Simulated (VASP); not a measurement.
# AlN (P6_3/mmc) in VASP: a series of runs

AlN is run at these levels: LDA, PBE, r2SCAN; tasks: single point.

Everything below comes from runs of VASP 6.6.1. Logs are shortened: lines on timing, memory, paths and dates and some standing lists are left out, and cuts for length are marked.

## (1) The cell of the first run

It takes space group P6_3/mmc (No. 194, hexagonal). The conventional cell has a = 3.292 Å, b = 3.292 Å, c = 4.137 Å, α = 90.00°, β = 90.00°, γ = 120.00°. Within 2.5 Å of Al (site symmetry -6m2) lie 5 N at 1.90 to 2.07 Å. N (site symmetry -6m2) has 5 Al at 1.90 to 2.07 Å within 2.5 Å.

## (2) Single point, LDA

The input, INCAR:

```
ALGO = Normal
EDIFF = 1E-6
ENCUT = 520
ISIF = 2
ISMEAR = 0
LASPH = True
LCHARG = True
LELF = True
LREAL = False
LVHAR = True
LWAVE = False
NBANDS = 16
NELM = 100
PREC = Accurate
SIGMA = 0.01
```

The input, KPOINTS:

```
k-points
0
Gamma
  6 6 4
```

The input, POSCAR:

```
AlN
1.0
    3.2923468268      0.0000000000      0.0000000000
   -1.6461734134      2.8512559901      0.0000000000
    0.0000000000      0.0000000000      4.1369586208
Al N
2 2
Direct
    0.3333333333      0.6666666667      0.2500000000
    0.6666666667      0.3333333333      0.7500000000
    0.6666666667      0.3333333333      0.2500000000
    0.3333333333      0.6666666667      0.7500000000
```

Potentials or basis: VASP PAW LDA potentials, release 64 (Al, N).

The run is started by

```sh
$ cat potpaw_LDA.64/Al/POTCAR potpaw_LDA.64/N/POTCAR > POTCAR
$ mpirun -np 1 vasp_std > vasp.out
```

OUTCAR:

```text
EDIFF = 1E-6
   ENCUT = 520
   ISIF = 2
   ISMEAR = 0
   LASPH = True
   LREAL = False
   NELM = 100
   PREC = Accurate

 ion  position               nearest neighbor table
   1  0.333  0.667  0.250-   3 1.90   3 1.90   3 1.90   4 2.07   4 2.07   2 2.81   2 2.81   2 2.81
                             2 2.81   2 2.81   2 2.81
   2  0.667  0.333  0.750-   4 1.90   4 1.90   4 1.90   3 2.07   3 2.07   1 2.81   1 2.81   1 2.81
                             1 2.81   1 2.81   1 2.81
   3  0.667  0.333  0.250-   1 1.90   1 1.90   1 1.90   2 2.07   2 2.07
   4  0.333  0.667  0.750-   2 1.90   2 1.90   2 1.90   1 2.07   1 2.07

  LATTYP: Found a hexagonal cell.
 ALAT       =     3.2923468268
 C/A-ratio  =     1.2565379161

  Lattice vectors:

 A1 = (   3.2923468268,   0.0000000000,   0.0000000000)
 A2 = (  -1.6461734134,   2.8512559901,   0.0000000000)
 A3 = (   0.0000000000,   0.0000000000,   4.1369586208)

Analysis of symmetry for initial positions (statically):
=====================================================================
 Subroutine PRICEL returns:
 Original cell was already a primitive cell.

 Routine SETGRP: Setting up the symmetry group for a
 hexagonal supercell.

 Subroutine GETGRP returns: Found 24 space group operations
 (whereof 12 operations were pure point group operations)
 out of a pool of 24 trial point group operations.

The static configuration has the point symmetry D_3d.
 The point group associated with its full space group is D_6h.

Analysis of symmetry for dynamics (positions and initial velocities):
=====================================================================
 Subroutine PRICEL returns:
 Original cell was already a primitive cell.

 Routine SETGRP: Setting up the symmetry group for a
 hexagonal supercell.

 Subroutine GETGRP returns: Found 24 space group operations
 (whereof 12 operations were pure point group operations)
 out of a pool of 24 trial point group operations.

The dynamic configuration has the point symmetry D_3d.
 The point group associated with its full space group is D_6h.

 Subroutine INISYM returns: Found 24 space group operations
 (whereof 12 operations are pure point group operations),
 and found     1 'primitive' translations

----------------------------------------------------------------------------------------

                                     Primitive cell

  volume of cell :      38.8350

  direct lattice vectors                    reciprocal lattice vectors
     3.292346827  0.000000000  0.000000000     0.303734707  0.175361315  0.000000000
    -1.646173413  2.851255990  0.000000000     0.000000000  0.350722630  0.000000000
     0.000000000  0.000000000  4.136958621     0.000000000  0.000000000  0.241723472

  length of vectors
     3.292346827  3.292346827  4.136958621     0.350722630  0.350722630  0.241723472

  position of ions in fractional coordinates (direct lattice)
     0.333333333  0.666666667  0.250000000
     0.666666667  0.333333333  0.750000000
     0.666666667  0.333333333  0.250000000
     0.333333333  0.666666667  0.750000000

  ion indices of the primitive-cell ions
   primitive index   ion index
                 1           1
                 2           2
                 3           3
                 4           4

----------------------------------------------------------------------------------------

 KPOINTS: k-points

Automatic generation of k-mesh.
 Grid dimensions read from file:
 generate k-points for:    6    6    4

 Generating k-lattice:

  Cartesian coordinates                     Fractional coordinates (reciprocal lattice)
     0.050622451  0.029226886  0.000000000     0.166666667 -0.000000000  0.000000000
     0.000000000  0.058453772  0.000000000     0.000000000  0.166666667  0.000000000
     0.000000000  0.000000000  0.060430868     0.000000000  0.000000000  0.250000000

  Length of vectors
     0.058453772  0.058453772  0.060430868

  Shift w.r.t. Gamma in fractional coordinates (k-lattice)
     0.000000000  0.000000000  0.000000000

 Subroutine IBZKPT returns following result:
 ===========================================

 Found     21 irreducible k-points:

 Following reciprocal coordinates:
            Coordinates               Weight
  0.000000  0.000000  0.000000      1.000000
  0.166667  0.000000  0.000000      6.000000
  0.333333  0.000000  0.000000      6.000000
  0.500000  0.000000  0.000000      3.000000
  0.166667  0.166667  0.000000      6.000000
  0.333333  0.166667  0.000000     12.000000
[... 13 lines left out ...]
  0.333333  0.166667  0.500000     12.000000
  0.333333  0.333333  0.500000      2.000000
   k-points           NKPTS =     21   k-points in BZ     NKDIM =     21   number of bands    NBANDS=     16
   number of dos      NEDOS =    301   number of ions     NIONS =      4
   total plane-waves  NPLWV =  18432
   dimension x,y,z NGX =    24 NGY =   24 NGZ =   32
   dimension x,y,z NGXF=    48 NGYF=   48 NGZF=   64
   ions per type =               2   2
   NGX,Y,Z   is equivalent  to a cutoff of  12.12, 12.12, 12.86 a.u.
   NGXF,Y,Z  is equivalent  to a cutoff of  24.24, 24.24, 25.72 a.u.
 SYSTEM =  unknown system
   PREC   = accura    normal or accurate (medium, high low for compatibility)
   ISTART =      0    job   : 0-new  1-cont  2-samecut
   ICHARG =      2    charge: 1-file 2-atom 10-const
   ISPIN  =      1    spin polarized calculation?
   LNONCOLLINEAR =      F non collinear calculations
   LSORBIT =      F    spin-orbit coupling
   LASPH  =      T    aspherical Exc in radial PAW
   ENCUT  =  520.0 eV  38.22 Ry    6.18 a.u.   6.12  6.12  7.69*2*pi/ulx,y,z
   NELM   =    100;   NELMIN=  2; NELMDL= -5     # of ELM steps
   EDIFF  = 0.1E-05   stopping-criterion for ELM
   LREAL  =      F    real-space projection
   EDIFFG = 0.1E-04   stopping-criterion for IOM
   NSW    =      0    number of steps for IOM
   IBRION =     -1    ionic relax: 0-MD 1-quasi-New 2-CG
   NFREE  =      0    steps in history (QN), initial steepest desc. (CG)
   ISIF   =      2    stress and relaxation
   ISYM   =      2    0-nonsym 1-usesym 2-fastsym
   POTIM  = 0.5000    time-step for ionic-motion
   TEBEG  =    0.0;   TEEND  =   0.0 temperature during run
   PSTRESS=    0.0 pullay stress
   NELECT =      16.0000    total number of electrons
   NUPDOWN=      -1.0000    fix difference up-down
   EMIN   =  10.00;   EMAX   =-10.00  energy-range for DOS
   EFERMI =   0.00;   METHOD = LEGACY
   ISMEAR =     0;   SIGMA  =   0.01  broadening in eV -4-tet -1-fermi 0-gaus
   EFERMI_NEDOS =   21; number of points for ismear=-14 and -15
   IALGO  =     38    algorithm
   IMIX   =      4    mixing-type and parameters
     AMIX     =   0.40;   BMIX     =  1.00
     AMIX_MAG =   1.60;   BMIX_MAG =  1.00
  volume/ion in A,a.u.               =       9.71        65.52
  Fermi-wavevector in a.u.,A,eV,Ry     =   1.218168  2.302004 20.190136  1.483933
  Thomas-Fermi vector in A             =   2.353464
   LORBIT       =      0    0 simple, 1 ext, 2 COOP (PROOUT), +10 PAW based schemes
   GGA     = CA    functional components
   LHFCALC =     F    Hartree Fock is set to
   AEXX    =    0.0000 exact exchange contribution
   IVDW    =     0    specifies the selected vdW correction
   LEPSILON=     F    determine dielectric tensor
   LRPA    =     F    only Hartree local field effects (RPA)
 non-spin polarized calculation
 Gauss-broadening in eV      SIGMA  =   0.01
  energy-cutoff  :      520.00
  volume of cell :       38.83
 maximum number of plane-waves:      1071
   NGX = 13   NGY = 13   NGZ = 15

 number of electron      15.9999996 magnetization

 Free energy of the ion-electron system (eV)
  ---------------------------------------------------
  ext. energy  EPLUGINS =         0.00000000
  ---------------------------------------------------
  free energy    TOTEN  =       -32.47640699 eV

  energy without entropy =      -32.47640699  energy(sigma->0) =      -32.47640699

 E-fermi :   8.0322     XC(G=0): -11.5937

 val. band max:        7.9334689619   @ k =   0.0000   0.0000   0.0000
 cond. band min:      11.4142539508   @ k =   0.0000   0.0000   0.0000
 fundamental gap:      3.4807849889
 Fermi energy:         8.0321686271

 k-point     1 :       0.0000    0.0000    0.0000
  band No.  band energies     occupation
      1      -8.8614      2.00000
      2      -4.9779      2.00000
      3       0.9195      2.00000
      4       4.5956      2.00000
      5       4.5956      2.00000
      6       6.3173      2.00000
[... 8 lines left out ...]
     15      19.8202      0.00000
     16      19.8202      0.00000

 k-point     2 :       0.1667    0.0000    0.0000
  band No.  band energies     occupation
      1      -8.5374      2.00000
      2      -4.9839      2.00000
      3       1.2618      2.00000
      4       3.5640      2.00000
      5       4.1876      2.00000
      6       5.3962      2.00000
[... 8 lines left out ...]
     15      18.7417      0.00000
     16      19.9531      0.00000

 k-point     3 :       0.3333    0.0000    0.0000
  band No.  band energies     occupation
      1      -7.6713      2.00000
      2      -5.2201      2.00000
      3       1.9941      2.00000
      4       2.2088      2.00000
      5       3.5928      2.00000
      6       4.1556      2.00000
[... 8 lines left out ...]
     15      19.2374      0.00000
     16      20.9253      0.00000

 k-point     4 :       0.5000    0.0000    0.0000
  band No.  band energies     occupation
      1      -6.9095      2.00000
      2      -5.6893      2.00000
      3       1.3953      2.00000
      4       3.0951      2.00000
      5       3.3522      2.00000
      6       3.6350      2.00000
[... 8 lines left out ...]
     15      21.1377      0.00000
     16      21.3281      0.00000

 k-point     5 :       0.1667    0.1667    0.0000
  band No.  band energies     occupation
      1      -7.9362      2.00000
      2      -5.1032      2.00000
      3       1.9136      2.00000
      4       2.7547      2.00000
      5       2.9485      2.00000
      6       4.9481      2.00000
[... 8 lines left out ...]
     15      18.8204      0.00000
     16      20.4480      0.00000

 k-point     6 :       0.3333    0.1667    0.0000
  band No.  band energies     occupation
      1      -6.9837      2.00000
      2      -5.5779      2.00000
      3       1.4703      2.00000
      4       2.9798      2.00000
      5       3.0137      2.00000
      6       3.9906      2.00000
[... 8 lines left out ...]
     15      20.5391      0.00000
     16      20.9105      0.00000
[... 210 lines left out ...]
 k-point    18 :       0.5000    0.0000    0.5000
  band No.  band energies     occupation
      1      -6.1207      2.00000
      2      -6.1207      2.00000
      3       0.5358      2.00000
      4       0.5358      2.00000
      5       4.6314      2.00000
      6       4.6314      2.00000
[... 8 lines left out ...]
     15      19.8294      0.00000
     16      19.8294      0.00000

 k-point    19 :       0.1667    0.1667    0.5000
  band No.  band energies     occupation
      1      -6.6660      2.00000
      2      -6.6660      2.00000
      3       1.8855      2.00000
      4       1.8855      2.00000
      5       4.4334      2.00000
      6       4.4334      2.00000
[... 8 lines left out ...]
     15      19.2296      0.00000
     16      19.2296      0.00000

 k-point    20 :       0.3333    0.1667    0.5000
  band No.  band energies     occupation
      1      -6.1364      2.00000
      2      -6.1364      2.00000
      3       0.8798      2.00000
      4       0.8798      2.00000
      5       3.6356      2.00000
      6       3.6356      2.00000
[... 8 lines left out ...]
     15      20.2530      0.00000
     16      20.2530      0.00000

 k-point    21 :       0.3333    0.3333    0.5000
  band No.  band energies     occupation
      1      -5.9452      2.00000
      2      -5.9452      2.00000
      3       0.9479      2.00000
      4       0.9479      2.00000
      5       2.6760      2.00000
      6       2.6760      2.00000
[... 8 lines left out ...]
     15      20.5651      0.00000
     16      20.5651      0.00000

------------------------ aborting loop because EDIFF is reached ----------------------------------------

  FORCE on cell =-STRESS in cart. coord.  units (eV):
  Direction    XX          YY          ZZ          XY          YZ          ZX
  --------------------------------------------------------------------------------------
  -------------------------------------------------------------------------------------
  Total       -0.8088190     -0.8088190     -0.8879288      0.0000000      0.0000000      0.0000000
  in kB      -33.3686731    -33.3686731    -36.6324305      0.0000000      0.0000000      0.0000000
  external PRESSURE =     -34.4565922 kB  Pullay stress =       0.0000000 kB

 VOLUME and BASIS-vectors are now :
 -----------------------------------------------------------------------------
  energy-cutoff  :      520.00
  volume of cell :       38.83
      direct lattice vectors                 reciprocal lattice vectors
     3.292346827  0.000000000  0.000000000     0.303734707  0.175361315  0.000000000
    -1.646173413  2.851255990  0.000000000     0.000000000  0.350722630  0.000000000
     0.000000000  0.000000000  4.136958621     0.000000000  0.000000000  0.241723472

 POSITION                                       TOTAL-FORCE (eV/Angst)
 -----------------------------------------------------------------------------------
     -0.00000      1.90084      1.03424        -0.000000      0.000000      0.000000
      1.64617      0.95042      3.10272         0.000000     -0.000000      0.000000
      1.64617      0.95042      1.03424         0.000000     -0.000000      0.000000
     -0.00000      1.90084      3.10272        -0.000000      0.000000      0.000000
 -----------------------------------------------------------------------------------
    total drift:                               -0.000000      0.000000     -0.000000

  FREE ENERGIE OF THE ION-ELECTRON SYSTEM (eV)
  ---------------------------------------------------
  free  energy   TOTEN  =       -32.4764069900 eV

  energy  without entropy=      -32.4764069900  energy(sigma->0) =      -32.47640699
```

Run time: 18 s. Hardware: 1 thread of Intel Xeon 8259CL, shared host; peak memory 0.13 GiB.

What came out:

- Free energy: -32.4764 eV
- Pressure: -3.4 GPa
- Band gap on the k mesh: 3.48 eV, direct

Levels at points of the mesh, in eV from the valence-band top:
| k point | band 4 | band 5 | band 6 | band 7 | band 8 | band 9 | band 10 | band 11 | band 12 | band 13 |
| --- | --- | --- | --- | --- | --- | --- | --- | --- | --- | --- |
| (0.00, 0.00, 0.00) | -3.34 | -3.34 | -1.62 | -1.62 | 0.00 | 3.48 | 4.44 | 8.16 | 8.16 | 11.25 |
| (0.50, 0.00, 0.00) | -4.84 | -4.58 | -4.30 | -2.97 | -1.43 | 3.78 | 7.17 | 7.28 | 9.12 | 9.43 |
| (0.00, 0.00, 0.50) | -3.71 | -2.52 | -2.52 | -2.52 | -2.52 | 5.74 | 5.74 | 8.34 | 8.34 | 8.34 |
| (0.50, 0.00, 0.50) | -7.40 | -3.30 | -3.30 | -1.77 | -1.77 | 5.07 | 5.07 | 9.39 | 9.39 | 11.56 |

## (3) Single point, PBE

The input, INCAR:

```
ALGO = Normal ; EDIFF = 1E-6
ENCUT = 520 ; GGA = PE
ISIF = 2 ; ISMEAR = 0
LASPH = T ; LCHARG = F
LREAL = F ; LWAVE = F
NBANDS = 16 ; NELM = 100
PREC = Accurate ; SIGMA = 0.01
```

KPOINTS is that of step 2.

POSCAR is that of step 2.

Potentials or basis: VASP PAW PBE potentials, release 64 (Al, N).

The run is started by

```sh
$ cat potpaw_PBE.64/Al/POTCAR potpaw_PBE.64/N/POTCAR > POTCAR
$ mpirun -np 1 vasp_std > vasp.out
```

Wall time 19 s (1 thread of Intel Xeon 8259CL, shared host); peak memory 0.14 GiB.

The run converged. Its results:

```yaml
Free_energy: -29.3034 eV
Pressure: 5.1 GPa
Band_gap_on_the_k_mesh: 3.47 eV, direct
```

Stress tensor (GPa, compression positive):
```
5.00 0.00 0.00
0.00 5.00 0.00
0.00 0.00 5.28
```

Levels at points of the mesh, in eV from the valence-band top:
| k point | band 6 | band 7 | band 8 | band 9 | band 10 | band 11 |
| --- | --- | --- | --- | --- | --- | --- |
| (0.00, 0.00, 0.00) | -1.62 | -1.62 | 0.00 | 3.47 | 4.60 | 8.36 |
| (0.50, 0.00, 0.00) | -4.29 | -2.94 | -1.43 | 3.95 | 7.30 | 7.37 |
| (0.00, 0.00, 0.50) | -2.52 | -2.52 | -2.52 | 5.83 | 5.83 | 8.52 |
| (0.50, 0.00, 0.50) | -3.29 | -1.76 | -1.76 | 5.18 | 5.18 | 9.56 |

A k mesh can miss the band edges. PBE gaps usually lie below the measured ones, often by a third to a half.

## (4) Single point, r2SCAN

POSCAR is that of step 3.

The input, INCAR.step1:

```
ALGO = Normal ; EDIFF = 1E-4
ENCUT = 520 ; GGA = PE
ISMEAR = 0 ; LASPH = T
LCHARG = F ; LREAL = F
LWAVE = T ; NBANDS = 16
NELM = 100 ; PREC = Accurate
SIGMA = 0.01
```

The input, INCAR.step2:

```
ALGO = Normal ; EDIFF = 1E-6
ENCUT = 520 ; ISIF = 2
ISMEAR = 0 ; ISTART = 1
LASPH = T ; LCHARG = T
LELF = T ; LMIXTAU = T
LREAL = F ; LVHAR = T
LWAVE = F ; METAGGA = R2SCAN
NBANDS = 16 ; NELM = 100
PREC = Accurate ; SIGMA = 0.01
```

KPOINTS is that of step 3.

The run is started by

```sh
$ cat potpaw_PBE.64/Al/POTCAR potpaw_PBE.64/N/POTCAR > POTCAR
$ cp INCAR.step1 INCAR
$ mpirun -np 1 vasp_std > vasp.out
$ cp INCAR.step2 INCAR
$ mpirun -np 1 vasp_std > vasp.out
```

It took 70 s on 1 thread of Intel Xeon 8259CL, shared host; peak memory 0.15 GiB.

The run converged. Its results:

```
Free energy            : -38.0121 eV
Pressure               : -0.6 GPa
Band gap on the k mesh : 4.06 eV, direct
```

Stress tensor (GPa, compression positive):
```
-0.46  0.00  0.00
 0.00 -0.46  0.00
 0.00  0.00 -0.82
```

Levels at points of the mesh, in eV from the valence-band top:
```csv
k point,band 6,band 7,band 8,band 9,band 10,band 11
"(0.00, 0.00, 0.00)",-1.71,-1.71,0.00,4.06,5.40,9.16
"(0.50, 0.00, 0.00)",-4.38,-3.02,-1.49,4.62,7.96,8.14
"(0.00, 0.00, 0.50)",-2.64,-2.64,-2.64,6.49,6.49,9.28
"(0.50, 0.00, 0.50)",-3.41,-1.82,-1.82,5.82,5.82,10.42
```

Caveat: the PAW data sets were made with another functional, which shifts forces and pressure a little.

## (5) Summary

```tsv
level	potentials or basis	gap on the mesh (eV)	pressure (GPa)
LDA	VASP PAW LDA potentials, release 64 (Al, N)	3.48	-3.4
PBE	VASP PAW PBE potentials, release 64 (Al, N)	3.47	5.1
r2SCAN	VASP PAW PBE potentials, release 64 (Al, N)	4.06	-0.6
```

Alike in all rows: task single point; no spin polarisation; cell as given; k mesh 6 × 6 × 4; cutoff (eV) 520; smearing gaussian 0.01 eV.

Caveats: the PAW data sets were made with another functional, which shifts forces and pressure a little (some runs).

Total energies depend on the potentials used, so only differences within one code and one set of settings carry meaning.
